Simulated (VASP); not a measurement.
Write the native input for VASP 6.6.1 that does the following.

```yaml
Task: single point
Functional: r2SCAN
Potentials_or_basis: VASP PAW PBE potentials, release 64 (Pt_sv_GW)
Cutoff: 630 eV
k_mesh: 10 × 10 × 10
Occupations: fermi-dirac, width 0.05 eV
Spin: no spin polarisation
Dipole_correction: no
Further_INCAR_settings: ALGO = Normal; EDIFF = 1e-06; NBANDS = 15
```

Pt:

```
Pt
1.0
     0.00000    1.96090    1.96090
     1.96090    0.00000    1.96090
     1.96090    1.96090    0.00000
Pt
1
Cartesian
  0.0000 0.0000 0.0000
```

One way to write it, as run:

POSCAR

```
Pt
1.0
    0.0000000000      1.9609000000      1.9609000000
    1.9609000000      0.0000000000      1.9609000000
    1.9609000000      1.9609000000      0.0000000000
Pt
1
Direct
    0.0000000000      0.0000000000      0.0000000000
```

INCAR.step1

```
SYSTEM = Pt
PREC     = Accurate       ! precision mode
ENCUT    = 630            ! plane-wave cutoff, eV
ISMEAR   = -1             ! smearing method
SIGMA    = 0.05           ! smearing width, eV
LREAL    = .FALSE.        ! projectors in reciprocal space
LASPH    = .TRUE.         ! aspherical terms in the spheres
NELM     = 120            ! most SCF steps
NBANDS   = 15             ! bands
GGA      = PE             ! functional
ALGO     = Normal         ! electronic algorithm
EDIFF    = 1E-5           ! SCF threshold, eV
LWAVE    = .TRUE.         ! write WAVECAR
LCHARG   = .FALSE.        ! write CHGCAR
GGA_COMPAT= .FALSE.
```

INCAR.step2

```
SYSTEM = Pt
PREC     = Accurate       ! precision mode
ENCUT    = 630            ! plane-wave cutoff, eV
EDIFF    = 1E-6           ! SCF threshold, eV
ISMEAR   = -1             ! smearing method
SIGMA    = 0.05           ! smearing width, eV
LREAL    = .FALSE.        ! projectors in reciprocal space
LASPH    = .TRUE.         ! aspherical terms in the spheres
NELM     = 120            ! most SCF steps
ALGO     = Normal         ! electronic algorithm
ISIF     = 2              ! what is computed and relaxed
LWAVE    = .FALSE.        ! write WAVECAR
LCHARG   = .TRUE.         ! write CHGCAR
METAGGA  = R2SCAN         ! meta-GGA
LMIXTAU  = .TRUE.       
LELF     = .TRUE.         ! ELF
LVHAR    = .TRUE.       
NBANDS   = 15             ! bands
ISTART   = 1            
GGA_COMPAT= .FALSE.
```

KPOINTS

```
Automatic mesh
0
G
  10 10 10
  0 0 0
```

Potentials or basis: VASP PAW PBE potentials, release 64 (Pt_sv_GW).

Launch:

```console
$ cat potpaw_PBE.64/Pt_sv_GW/POTCAR > POTCAR
$ cp INCAR.step1 INCAR
$ mpirun -np 1 vasp_std > vasp.out
$ cp INCAR.step2 INCAR
$ mpirun -np 1 vasp_std > vasp.out
```

Results of the run:

```yaml
Pressure: 3.4 GPa
Band_gap_on_the_k_mesh: zero (bands 9 and 10 overlap by 2.35 eV)
```

Caveat: the cell stands under pressure; the PAW data sets were made with another functional, which shifts forces and pressure a little; spin-orbit coupling is left out, which moves the levels of the heavy elements.

Run time: 31 s on 1 thread of Intel(R) Xeon(R) Platinum 8488C (Sapphire Rapids), with other jobs on the host, peak memory 0.15 GiB.
